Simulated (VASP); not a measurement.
The system is TlCl.

```xyz
2
Lattice="3.7936 0.0000 0.0000 0.0000 3.7936 0.0000 0.0000 0.0000 3.7936" Properties=species:S:1:pos:R:3 pbc="T T T"
Tl    0.0000    0.0000    0.0000
Cl    1.8968    1.8968    1.8968
```

Base run:

| Quantity | Value |
| --- | --- |
| Program | VASP 6.6.1 |
| Functional | r2SCAN |
| Potentials or basis | VASP PAW PBE potentials, release 64 (Tl_d, Cl) |
| Cutoff | 550 eV |
| k mesh | 4 × 4 × 4 |
| Occupations | gaussian, width 0.01 eV |
| Spin | no spin polarisation |

Its results: band gap on the k mesh 2.42 eV, direct; pressure 1.1 GPa.

**Question.** The run is repeated on the same cell with these changes: functional from r2SCAN to PBE0; cutoff from 550 eV to 400 eV. What comes out?

**Answer.** Band gap on the k mesh 3.43 eV, direct; pressure 1.6 GPa.

PBE0 gives the wider gap, since exact exchange removes part of the self-interaction.

Caveats: the PAW data sets were made with another functional, which shifts forces and pressure a little; spin-orbit coupling is left out, which moves the levels of the heavy elements.

A k mesh can miss the band edges.
